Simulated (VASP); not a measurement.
Set up this calculation in VASP 6.6.1, as the native input.

```yaml
Task: single point
Functional: PBE
Potentials_or_basis: VASP PAW PBE potentials, release 64 (Al, Rh_pv)
Cutoff: 520 eV
k_mesh: 6 × 6 × 4
Occupations: gaussian, width 0.1 eV
Spin: no spin polarisation
Dipole_correction: no
Further_INCAR_settings: ALGO = Normal; EDIFF = 1e-06; NBANDS = 28
```

The structure of Al3Rh2 lies in POSCAR:

```
Al3Rh2
1.0
    3.8755240900      0.0000000000      0.0000000000
   -1.9377620500      3.3563023200      0.0000000000
    0.0000000000      0.0000000000      5.7438721800
Al Rh
3 2
Direct
    0.0000000000      0.0000000000      0.1800392500
    0.0000000000      0.0000000000      0.8199607500
    0.0000000000      0.0000000000      0.5000000000
    0.3333333300      0.6666666700      0.0000000000
    0.6666666700      0.3333333300      0.0000000000
```

The input as run:

INCAR

```
PREC = Accurate
ENCUT = 520
EDIFF = 1E-6
ISMEAR = 0
SIGMA = 0.1
LREAL = False
LASPH = True
NELM = 100
ALGO = Normal
ISIF = 2
LWAVE = False
LCHARG = False
GGA = PE
NBANDS = 28
```

KPOINTS

```
Automatic mesh
0
Gamma
  6 6 4
```

Potentials or basis: VASP PAW PBE potentials, release 64 (Al, Rh_pv).

Run with:

```bash
$ cat potpaw_PBE.64/Al/POTCAR potpaw_PBE.64/Rh_pv/POTCAR > POTCAR
$ mpirun -np 1 vasp_std > vasp.out
```

Results of the run:

```yaml
Pressure: 92.4 GPa
Largest_force: 5.563 eV/Å
```

Caveat: forces of over 1 eV/Å act on the atoms, so gaps and moduli don't describe the material at rest.

Run time: 24 s on 1 thread of Intel(R) Xeon(R) 6975P-C (Granite Rapids), with other jobs on the host, peak memory 0.2 GiB.
